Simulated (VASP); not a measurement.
# AlGa3N4 (Cm) in VASP: notebook

The runs below take AlGa3N4 through single point, with PBEsol.

Program: VASP 6.6.1. These are calculated values, not measurements. Logs are shortened: lines on timing, memory, paths and dates and some standing lists are left out, and cuts for length are marked.

## Step 1: The cell of the first run

It takes space group Cm (No. 8, monoclinic). The conventional cell has a = 6.318 Å, b = 6.318 Å, c = 9.315 Å, α = 90.00°, β = 106.42°, γ = 90.00°. Within 2.5 Å of Al (site symmetry m) lie 4 N at 1.90 Å. Al (site symmetry m) has 4 N at 1.90 Å within 2.5 Å. Ga (site symmetry 1) has 4 N at 1.95 to 2.03 Å within 2.6 Å. Within 2.6 Å of Ga (site symmetry 1) lie 4 N at 1.95 Å. Ga (site symmetry m) has 4 N at 1.95 Å within 2.6 Å. Ga (site symmetry m) has 4 N at 1.95 Å within 2.6 Å. N (site symmetry 1) has 1 Al at 1.90 Å and 3 Ga at 1.95 Å within 2.5 Å. N (site symmetry 1) has 1 Al at 1.90 Å and 3 Ga at 1.95 Å within 2.5 Å.

## Step 2: Single point, PBEsol (the part above a cut slid along it)

File INCAR:

```
PREC     = Accurate       # precision mode
ENCUT    = 520            # plane-wave cutoff, eV
EDIFF    = 1E-6           # SCF threshold, eV
ISMEAR   = 0              # smearing method
SIGMA    = 0.05           # smearing width, eV
LREAL    = Auto         
LASPH    = True           # aspherical terms in the spheres
NELM     = 80             # most SCF steps
ALGO     = Normal         # electronic algorithm
ISIF     = 2              # what is computed and relaxed
LWAVE    = False          # write WAVECAR
LCHARG   = True           # write CHGCAR
GGA      = PS             # functional
LELF     = True           # ELF
LVHAR    = True         
NBANDS   = 76             # bands
```

File KPOINTS:

```
regular mesh
0
Gamma
  6 6 3
```

File POSCAR:

```
AlGa3N4
1.0
    0.0000000000     -4.4676279353      0.0000000000
    0.0000000000      0.0000000000     -4.4676279353
    8.9352558707     -1.8616605606     -1.8616605606
Al Ga N
2 6 8
Direct
    0.6609103750      0.6609103750      0.8137500000
    0.8692603750      0.8692603750      0.3137500000
    0.4734353750      0.9734353750      0.0637500000
    0.2650853750      0.7650853750      0.5637500000
    0.9734353750      0.4734353750      0.0637500000
    0.7650853750      0.2650853750      0.5637500000
    0.1609103750      0.1609103750      0.8137500000
    0.3692603750      0.3692603750      0.3137500000
    0.1652687623      0.6753306031      0.1912654602
   -0.0430812377      0.4669806031      0.6912654602
    0.6753306031      0.1652687623      0.1912654602
    0.4669806031     -0.0430812377      0.6912654602
   -0.1451598531     -0.1451598531      0.9362345398
    0.0631901469      0.0631901469      0.4362345398
    0.3649019877      0.3649019877      0.9362345398
    0.5732519877      0.5732519877      0.4362345398
```

Potentials or basis: VASP PAW PBE potentials, release 64 (Al, Ga_d, N).

Started as:

```console
$ cat potpaw_PBE.64/Al/POTCAR potpaw_PBE.64/Ga_d/POTCAR potpaw_PBE.64/N/POTCAR > POTCAR
$ mpirun -np 1 vasp_std > vasp.out
```

OUTCAR:

```text
PREC = Accurate
   ENCUT = 520
   EDIFF = 1E-6
   ISMEAR = 0
   LREAL = Auto
   LASPH = True
   NELM = 80
   ISIF = 2
   GGA = PS

 ion  position               nearest neighbor table
   1  0.661  0.661  0.814-  15 1.90  12 1.90  10 1.90  13 1.90   3 2.93   5 2.93
   2  0.869  0.869  0.314-  16 1.90  11 1.90   9 1.90  14 1.90
   3  0.473  0.973  0.064-  11 1.95   9 1.95  13 2.01  15 2.03   1 2.93
   4  0.265  0.765  0.564-  12 1.95  14 1.95  16 1.95  10 1.95
   5  0.973  0.473  0.064-   9 1.95  11 1.95  13 2.01  15 2.03   1 2.93
   6  0.765  0.265  0.564-  10 1.95  14 1.95  16 1.95  12 1.95
   7  0.161  0.161  0.814-  13 1.95  12 1.95  10 1.95  15 1.95
   8  0.369  0.369  0.314-  14 1.95  11 1.95   9 1.95  16 1.95
   9  0.165  0.675  0.191-   2 1.90   5 1.95   8 1.95   3 1.95
  10  0.957  0.467  0.691-   1 1.90   6 1.95   7 1.95   4 1.95
  11  0.675  0.165  0.191-   2 1.90   3 1.95   8 1.95   5 1.95
  12  0.467  0.957  0.691-   1 1.90   4 1.95   7 1.95   6 1.95
  13  0.855  0.855  0.936-   1 1.90   7 1.95   3 2.01   5 2.01
  14  0.063  0.063  0.436-   2 1.90   8 1.95   6 1.95   4 1.95
  15  0.365  0.365  0.936-   1 1.90   7 1.95   5 2.03   3 2.03
  16  0.573  0.573  0.436-   2 1.90   4 1.95   6 1.95   8 1.95

  LATTYP: Found a base centered monoclinic cell.
 ALAT       =     6.3181800177
 B/A-ratio  =     1.0000000000
 C/A-ratio  =     1.4743265887
 COS(beta)  =    -0.2826375127

  Lattice vectors:

 A1 = (   0.0000000000,   4.4676279353,   0.0000000000)
 A2 = (   0.0000000000,   0.0000000000,   4.4676279353)
 A3 = (   8.9352558707,  -1.8616605606,  -1.8616605606)

Analysis of symmetry for initial positions (statically):
=====================================================================
 Subroutine PRICEL returns:
 Original cell was already a primitive cell.

 Routine SETGRP: Setting up the symmetry group for a
 base centered monoclinic supercell.

 Subroutine GETGRP returns: Found  2 space group operations
 (whereof  2 operations were pure point group operations)
 out of a pool of  4 trial point group operations.

The static configuration has the point symmetry C_1h.

Analysis of symmetry for dynamics (positions and initial velocities):
=====================================================================
 Subroutine PRICEL returns:
 Original cell was already a primitive cell.

 Routine SETGRP: Setting up the symmetry group for a
 base centered monoclinic supercell.

 Subroutine GETGRP returns: Found  2 space group operations
 (whereof  2 operations were pure point group operations)
 out of a pool of  4 trial point group operations.

The dynamic configuration has the point symmetry C_1h.

 Subroutine INISYM returns: Found  2 space group operations
 (whereof  2 operations are pure point group operations),
 and found     1 'primitive' translations

----------------------------------------------------------------------------------------

                                     Primitive cell

  volume of cell :     178.3450

  direct lattice vectors                    reciprocal lattice vectors
     0.000000000 -4.467627935  0.000000000    -0.046635486 -0.223832426  0.000000000
     0.000000000  0.000000000 -4.467627935    -0.046635486  0.000000000 -0.223832426
     8.935255871 -1.861660561 -1.861660561     0.111916213  0.000000000  0.000000000

  length of vectors
     4.467627935  4.467627935  9.315060792     0.228639068  0.228639068  0.111916213

  position of ions in fractional coordinates (direct lattice)
     0.660910375  0.660910375  0.813750000
     0.869260375  0.869260375  0.313750000
     0.473435375  0.973435375  0.063750000
     0.265085375  0.765085375  0.563750000
     0.973435375  0.473435375  0.063750000
     0.765085375  0.265085375  0.563750000
[... 8 lines left out ...]
     0.364901988  0.364901988  0.936234540
     0.573251988  0.573251988  0.436234540

  ion indices of the primitive-cell ions
   primitive index   ion index
                 1           1
                 2           2
                 3           3
                 4           4
                 5           5
                 6           6
[... 8 lines left out ...]
                15          15
                16          16

----------------------------------------------------------------------------------------

 KPOINTS: regular mesh

Automatic generation of k-mesh.
 Grid dimensions read from file:
 generate k-points for:    6    6    3

 Generating k-lattice:

  Cartesian coordinates                     Fractional coordinates (reciprocal lattice)
    -0.007772581 -0.037305404  0.000000000     0.166666667  0.000000000  0.000000000
    -0.007772581  0.000000000 -0.037305404     0.000000000  0.166666667  0.000000000
     0.037305404  0.000000000  0.000000000     0.000000000  0.000000000  0.333333333

  Length of vectors
     0.038106511  0.038106511  0.037305404

  Shift w.r.t. Gamma in fractional coordinates (k-lattice)
     0.000000000  0.000000000  0.000000000

[... 38 lines left out ...]
   NSW    =      0    number of steps for IOM
   IBRION =     -1    ionic relax: 0-MD 1-quasi-New 2-CG
   NFREE  =      0    steps in history (QN), initial steepest desc. (CG)
   ISIF   =      2    stress and relaxation
   ISYM   =      2    0-nonsym 1-usesym 2-fastsym
   POTIM  = 0.5000    time-step for ionic-motion
   TEBEG  =    0.0;   TEEND  =   0.0 temperature during run
   PSTRESS=    0.0 pullay stress
   NELECT =     124.0000    total number of electrons
   NUPDOWN=      -1.0000    fix difference up-down
   EMIN   =  10.00;   EMAX   =-10.00  energy-range for DOS
   EFERMI =   0.00;   METHOD = LEGACY
   ISMEAR =     0;   SIGMA  =   0.05  broadening in eV -4-tet -1-fermi 0-gaus
   EFERMI_NEDOS =   21; number of points for ismear=-14 and -15
   IALGO  =     38    algorithm
   IMIX   =      4    mixing-type and parameters
     AMIX     =   0.40;   BMIX     =  1.00
     AMIX_MAG =   1.60;   BMIX_MAG =  1.00
  volume/ion in A,a.u.               =      11.15        75.22
  Fermi-wavevector in a.u.,A,eV,Ry     =   1.450313  2.740694 28.618599  2.103408
  Thomas-Fermi vector in A             =   2.567939
   LORBIT       =      0    0 simple, 1 ext, 2 COOP (PROOUT), +10 PAW based schemes
   GGA     = PS    functional components
   LHFCALC =     F    Hartree Fock is set to
   AEXX    =    0.0000 exact exchange contribution
   IVDW    =     0    specifies the selected vdW correction
   LEPSILON=     F    determine dielectric tensor
   LRPA    =     F    only Hartree local field effects (RPA)
 non-spin polarized calculation
 Gauss-broadening in eV      SIGMA  =   0.05
  energy-cutoff  :      520.00
  volume of cell :      178.35
 maximum number of plane-waves:      4841
 NGX is ok and might be reduce to    36
   NGX = 17   NGY = 17   NGZ = 35

 number of electron     124.0000031 magnetization

 Free energy of the ion-electron system (eV)
  ---------------------------------------------------
  ext. energy  EPLUGINS =         0.00000000
  ---------------------------------------------------
  free energy    TOTEN  =      -108.82910579 eV

  energy without entropy =     -108.82910579  energy(sigma->0) =     -108.82910579

 E-fermi :   5.7863     XC(G=0): -11.7604

 val. band max:        5.5101242925   @ k =   0.0000   0.0000   0.0000
 cond. band min:       7.3920023589   @ k =   0.0000   0.0000   0.0000
 fundamental gap:      1.8818780664
 Fermi energy:         5.7862505264

 k-point     1 :       0.0000    0.0000    0.0000
  band No.  band energies     occupation
      1     -10.3543      2.00000
      2      -9.5988      2.00000
      3      -9.4509      2.00000
      4      -9.1807      2.00000
      5      -9.0831      2.00000
      6      -9.0493      2.00000
[... 66 lines left out ...]
     73      12.8153      0.00000
     74      13.0605      0.00000

 k-point     2 :       0.1667    0.0000   -0.0000
  band No.  band energies     occupation
      1     -10.2368      2.00000
      2      -9.5849      2.00000
      3      -9.3827      2.00000
      4      -9.1998      2.00000
      5      -9.1024      2.00000
      6      -9.0684      2.00000
[... 1686 lines left out ...]
 k-point    24 :      -0.1667    0.1667    0.3333
  band No.  band energies     occupation
      1     -10.0458      2.00000
      2      -9.7594      2.00000
      3      -9.2394      2.00000
      4      -9.2125      2.00000
      5      -9.1095      2.00000
      6      -9.0973      2.00000
[... 66 lines left out ...]
     73      12.8477      0.00000
     74      13.3302      0.00000

 [... further k-points ...]

 [bands above 74 left out]

------------------------ aborting loop because EDIFF is reached ----------------------------------------

  FORCE on cell =-STRESS in cart. coord.  units (eV):
  Direction    XX          YY          ZZ          XY          YZ          ZX
  --------------------------------------------------------------------------------------
  -------------------------------------------------------------------------------------
  Total        0.6810673     -2.0905211     -2.0905211     -5.6695113     -1.4665349     -5.6695099
  in kB        6.1184249    -18.7803704    -18.7803704    -50.9325261    -13.1747380    -50.9325139
  external PRESSURE =     -10.4807719 kB  Pullay stress =       0.0000000 kB

 VOLUME and BASIS-vectors are now :
 -----------------------------------------------------------------------------
  energy-cutoff  :      520.00
  volume of cell :      178.35
      direct lattice vectors                 reciprocal lattice vectors
     0.000000000 -4.467627935  0.000000000    -0.046635486 -0.223832426  0.000000000
     0.000000000  0.000000000 -4.467627935    -0.046635486  0.000000000 -0.223832426
     8.935255871 -1.861660561 -1.861660561     0.111916213  0.000000000  0.000000000

 POSITION                                       TOTAL-FORCE (eV/Angst)
 -----------------------------------------------------------------------------------
      7.27106     -4.46763     -4.46763        -0.224999      0.098567      0.098567
      2.80344     -4.46763     -4.46763         0.093451     -0.070928     -0.070928
      0.56962     -2.23381     -4.46763        -0.389458     -0.975501     -1.034837
      5.03725     -2.23381     -4.46763         0.068228     -0.026238     -0.008306
      0.56962     -4.46763     -2.23381        -0.389458     -1.034837     -0.975501
      5.03725     -4.46763     -2.23381         0.068228     -0.008306     -0.026238
[... 8 lines left out ...]
      8.36550     -3.37320     -3.37320         0.615864      1.196763      1.196763
      3.89787     -3.37320     -3.37320        -0.057577     -0.017639     -0.017639
 -----------------------------------------------------------------------------------
    total drift:                               -0.009054      0.004166      0.004166

  FREE ENERGIE OF THE ION-ELECTRON SYSTEM (eV)
  ---------------------------------------------------
  free  energy   TOTEN  =      -108.8291057861 eV

  energy  without entropy=     -108.8291057861  energy(sigma->0) =     -108.82910579
```

Run time: 13 min. Hardware: 1 thread of Intel Xeon Platinum 8488C (Sapphire Rapids), shared host; peak memory 0.46 GiB.

What came out:

* Free energy: -108.8291 eV
* Pressure: -1.0 GPa
* Largest force: 1.943 eV/Å
* Band gap on the k mesh: 1.88 eV

Forces on the atoms (eV/Å):
```
Al  -0.225  0.099  0.099
Al   0.093 -0.071 -0.071
Ga  -0.389 -0.976 -1.035
Ga   0.068 -0.026 -0.008
Ga  -0.389 -1.035 -0.976
Ga   0.068 -0.008 -0.026
Ga  -0.259  0.089  0.089
Ga   0.071 -0.068 -0.068
N    0.156 -0.310 -0.430
N   -0.097  0.108  0.126
N    0.156 -0.430 -0.310
N   -0.097  0.126  0.108
N    0.339  1.353  1.353
N   -0.051 -0.031 -0.031
N    0.616  1.197  1.197
N   -0.058 -0.018 -0.018
```

Caveat: the cell differs from its parent crystal (the part above a cut slid along it); the PAW data sets were made with another functional, which shifts forces and pressure a little.

## Step 3: Single point, PBEsol (the part above a cut slid along it)

File INCAR:

```
PREC = Accurate
ENCUT = 520
EDIFF = 1E-6
ISMEAR = 0
SIGMA = 0.05
LREAL = Auto
LASPH = True
NELM = 80
ALGO = Normal
ISIF = 2
LWAVE = False
LCHARG = False
GGA = PS
NBANDS = 76
```

File KPOINTS:

```
Automatic mesh
0
Gamma
  6 6 3
```

File POSCAR:

```
AlGa3N4
1.0
    0.0000000000     -4.4676279353      0.0000000000
    0.0000000000      0.0000000000     -4.4676279353
    8.9352558707     -1.1169069838     -1.1169069838
Al Ga N
2 6 8
Direct
    0.7965625000      0.7965625000      0.8137500000
    0.9215625000      0.9215625000      0.3137500000
    0.4840625000      0.9840625000      0.0637500000
    0.3590625000      0.8590625000      0.5637500000
    0.9840625000      0.4840625000      0.0637500000
    0.8590625000      0.3590625000      0.5637500000
    0.2965625000      0.2965625000      0.8137500000
    0.4215625000      0.4215625000      0.3137500000
    0.1971527146      0.7072145553      0.1912654602
    0.0721527146      0.5822145554      0.6912654602
    0.7072145553      0.1971527146      0.1912654602
    0.5822145554      0.0721527146      0.6912654602
    0.0109104446      0.0109104446      0.9362345398
    0.1359104447      0.1359104447      0.4362345398
    0.5209722854      0.5209722854      0.9362345398
    0.6459722854      0.6459722854      0.4362345398
```

Potentials or basis: VASP PAW PBE potentials, release 64 (Al, Ga_d, N).

Started as:

```console
$ cat potpaw_PBE.64/Al/POTCAR potpaw_PBE.64/Ga_d/POTCAR potpaw_PBE.64/N/POTCAR > POTCAR
$ mpirun -np 1 vasp_std > vasp.out
```

Wall time 13 min (1 thread of AMD EPYC 9R45 (Zen 5), shared host); peak memory 0.43 GiB.

The run converged. Its results:

| Quantity | Value |
| --- | --- |
| Free energy | -103.8761 eV |
| Pressure | -1.6 GPa |
| Largest force | 1.265 eV/Å |
| Band gap on the k mesh | zero (bands 62 and 63 overlap by 0.01 eV) |

Forces in eV/Å, atoms in the order of the input:
```
Al  -0.850 -0.013 -0.013
Al   0.482  0.024  0.024
Ga  -0.322 -0.194  0.192
Ga   0.194 -0.008  0.006
Ga  -0.322  0.192 -0.194
Ga   0.194  0.006 -0.008
Ga  -1.265  0.015  0.015
Ga   0.391 -0.026 -0.026
N    1.060  0.038 -0.037
N   -0.380 -0.012  0.012
N    1.060 -0.037  0.038
N   -0.380  0.012 -0.012
N    0.140  0.417  0.417
N   -0.177  0.011  0.011
N    0.318 -0.411 -0.411
N   -0.142 -0.014 -0.014
```

Stress tensor (GPa, compression positive):
```
 8.27 -0.03 -0.03
-0.03 -6.48 -9.11
-0.03 -9.11 -6.48
```

Levels at points of the mesh, in eV from the Fermi level:
```
           k point  band 60  band 61  band 62  band 63  band 64  band 65
(0.00, 0.00, 0.00)    -1.22    -0.73    -0.59     0.00     0.07     1.35
(0.50, 0.00, 0.00)    -1.12    -0.98    -0.85     2.32     2.39     3.83
(0.50, 0.50, 0.00)    -1.17    -0.91     0.01     2.30     2.74     3.31
```

Caveat: the cell differs from its parent crystal (the part above a cut slid along it); the stress differs along the axes, from -6 to 8 GPa; semilocal functionals underestimate gaps, and a narrow one can read as zero; the PAW data sets were made with another functional, which shifts forces and pressure a little.

## Step 4: Single point, PBEsol (the part above a cut slid along it)

File INCAR:

```
SYSTEM = AlGa3N4
PREC = Accurate ; ENCUT = 520
EDIFF = 1E-6 ; ISMEAR = 0
SIGMA = 0.05 ; LREAL = Auto
LASPH = .True. ; NELM = 60
ALGO = Normal ; ISIF = 2
LWAVE = .False. ; LCHARG = .False.
GGA = PS ; NBANDS = 76
```

File KPOINTS:

```
Automatic mesh
0
Gamma
  6 6 3
  0 0 0
```

File POSCAR:

```
AlGa3N4
1.0
    0.0000000000     -4.4676279353      0.0000000000
    0.0000000000      0.0000000000     -4.4676279353
    8.9352558707     -0.7447535768     -0.7447535768
Al Ga N
2 6 8
Direct
    0.8643478750      0.8643478750      0.8137500000
    0.9476978750      0.9476978750      0.3137500000
    0.4893728750      0.9893728750      0.0637500000
    0.4060228750      0.9060228750      0.5637500000
    0.9893728750      0.4893728750      0.0637500000
    0.9060228750      0.4060228750      0.5637500000
    0.3643478750      0.3643478750      0.8137500000
    0.4476978750      0.4476978750      0.3137500000
    0.2130851274      0.7231469682      0.1912654602
    0.1297351274      0.6397969682      0.6912654602
    0.7231469682      0.2130851274      0.1912654602
    0.6397969682      0.1297351274      0.6912654602
    0.0888987818      0.0888987818      0.9362345398
    0.1722487818      0.1722487818      0.4362345398
    0.5989606226      0.5989606226      0.9362345398
    0.6823106226      0.6823106226      0.4362345398
```

Started as:

```console
$ cat potpaw_PBE.64/Al/POTCAR potpaw_PBE.64/Ga_d/POTCAR potpaw_PBE.64/N/POTCAR > POTCAR
$ mpirun -np 1 vasp_std > vasp.out
```

Wall time 13 min (1 thread of AMD EPYC 9R45 (Zen 5), shared host); peak memory 0.43 GiB.

It converged, with:

- Free energy: -105.8700 eV
- Pressure: -1.8 GPa
- Largest force: 3.105 eV/Å
- Band gap on the k mesh: 0.87 eV (least direct gap 1.02 eV)

Forces in eV/Å, atoms in the order of the input:
```
Al  -0.682 -0.048 -0.048
Al   0.325  0.111  0.111
Ga  -0.563  1.431  1.620
Ga   0.182  0.039  0.016
Ga  -0.563  1.620  1.431
Ga   0.182  0.016  0.039
Ga  -0.877  0.016  0.016
Ga   0.273  0.087  0.087
N    0.632  0.466  0.478
N   -0.282 -0.182 -0.166
N    0.632  0.478  0.466
N   -0.282 -0.166 -0.182
N    0.655 -1.779 -1.779
N   -0.167  0.033  0.033
N    0.668 -2.144 -2.144
N   -0.134  0.021  0.021
```

Stress tensor (GPa, compression positive):
```
 4.51  6.97  6.97
 6.97 -4.97 -6.02
 6.97 -6.02 -4.97
```

Levels at points of the mesh, in eV from the valence-band top:
```
           k point  band 59  band 60  band 61  band 62  band 63  band 64  band 65  band 66
(0.00, 0.00, 0.00)    -1.36    -0.83    -0.23    -0.15     0.87     1.17     2.08     2.69
(0.50, 0.00, 0.00)    -1.11    -0.92    -0.73    -0.59     3.13     3.26     4.52     4.64
(0.50, 0.50, 0.00)    -0.86    -0.78    -0.54     0.00     3.05     3.78     3.99     5.20
```

Caveat: the cell differs from its parent crystal (the part above a cut slid along it); the stress differs along the axes, from -5 to 5 GPa; the PAW data sets were made with another functional, which shifts forces and pressure a little.

## Step 5: Overview

```tsv
cell	gap on the mesh (eV)	pressure (GPa)	largest force (eV/Å)
a = 4.468, b = 4.468, c = 9.315 Å, angles 78.5, 78.5, 90.0°, 16 atoms	1.88	-1.0	1.94
a = 4.468, b = 4.468, c = 9.074 Å, angles 82.9, 82.9, 90.0°, 16 atoms	none	-1.6	1.26
a = 4.468, b = 4.468, c = 8.997 Å, angles 85.3, 85.3, 90.0°, 16 atoms	0.87	-1.8	3.10
```

Alike in all rows: task single point; level PBEsol; potentials or basis VASP PAW PBE potentials, release 64 (Al, Ga_d, N); no spin polarisation; k mesh 6 × 6 × 3; cutoff (eV) 520; smearing gaussian 0.05 eV.

Caveats: the PAW data sets were made with another functional, which shifts forces and pressure a little; the stress differs along the axes, from -6 to 8 GPa (at least some runs); semilocal functionals underestimate gaps, and a narrow one can read as zero (at least some runs); the stress differs along the axes, from -5 to 5 GPa (at least some runs).

Absolute energies hang on the potentials; compare differences alone.
